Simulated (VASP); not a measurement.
Wanted: the native input for a VASP 6.6.1 run.

```
Task                   : single point
Functional             : PBEsol
Dispersion             : D3(BJ)
Potentials or basis    : VASP PAW PBE potentials, release 64 (Cl)
Cutoff                 : 520 eV
k mesh                 : 7 × 7 × 4
Occupations            : fermi-dirac, width 0.05 eV
Spin                   : no spin polarisation
Dipole correction      : no
Further INCAR settings : ALGO = Normal; EDIFF = 1e-06; NBANDS = 22
```

The structure of Cl lies in POSCAR:

```
Cl
1.0
    3.1972277512     -1.9082170119      0.0000000000
    3.1972277512      1.9082170119      0.0000000000
    0.0000000000      0.0000000000      7.8947110715
Cl
4
Direct
    0.3682966717      0.6317033283      0.3878423032
    0.1317033283      0.8682966717      0.8878423032
    0.6317033283      0.3682966717      0.6121576968
    0.8682966717      0.1317033283      0.1121576968
```

One way to write it, as run:

INCAR

```
SYSTEM = Cl
  PREC = Accurate
  ENCUT = 520
  EDIFF = 1E-6
  ISMEAR = -1
  SIGMA = 0.05
  LREAL = .False.
  LASPH = .True.
  NELM = 60
  ALGO = Normal
  ISIF = 2
  LWAVE = .False.
  LCHARG = .False.
  GGA = PS
  IVDW = 12
  NBANDS = 22
```

KPOINTS

```
regular mesh
0
Gamma
  7 7 4
  0 0 0
```

Potentials or basis: VASP PAW PBE potentials, release 64 (Cl).

The run is started by

```sh
$ cat potpaw_PBE.64/Cl/POTCAR > POTCAR
$ mpirun -np 1 vasp_std > vasp.out
```

Results of the run:

```json
{
  "Pressure": "-0.4 GPa",
  "Largest force": "0.146 eV/Å",
  "Band gap on the k mesh": "2.04 eV",
  "Dispersion energy per atom": "-0.144 eV"
}
```

Caveat: three body term missing; the PAW data sets were made with another functional, which shifts forces and pressure a little; an odd mesh through Γ misses points on the zone boundary, where band edges can lie.

Wall time 38 s on 1 thread of Intel(R) Xeon(R) 6975P-C (Granite Rapids) (shared host), peak memory 0.24 GiB.
